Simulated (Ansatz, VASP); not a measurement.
## ZrO2 in VASP and in Ansatz

```
CELL_PARAMETERS angstrom
3.62094 0.00000 0.00000
0.00000 3.62094 0.00000
0.00000 0.00000 5.28179
ATOMIC_POSITIONS crystal
Zr 0.00000 0.00000 0.00000
Zr 0.50000 0.50000 0.50000
O 0.00000 0.50000 0.19286
O 0.50000 0.00000 0.30714
O 0.50000 0.00000 0.80714
O 0.00000 0.50000 0.69286
```

Alike in both runs: functional PBE; k mesh 6 × 6 × 6; occupations fermi-dirac, width 0.01 eV; no spin polarisation.

Ansatz relaxed the structure, and its values are those at the end. VASP's run is a single point on that final structure, the one shown.

|  | VASP | Ansatz |
| --- | --- | --- |
| version | VASP 6.6.1 | Ansatz 0.2.0 |
| potentials or method | VASP PAW PBE potentials, release 64 (Zr_sv, O) | plane waves, PAW |
| plane-wave cutoff (eV) | 600 | 420 |
| valence electrons in the cell | 48 | 48 |

```csv
,VASP,Ansatz,Ansatz less VASP
pressure (GPa),0.1,0.0,-0.09
rms of the force components (eV/Å),0.009,0.000,-0.0091
```

The functional is the same, so the differences come from potentials, cutoffs and numerics.
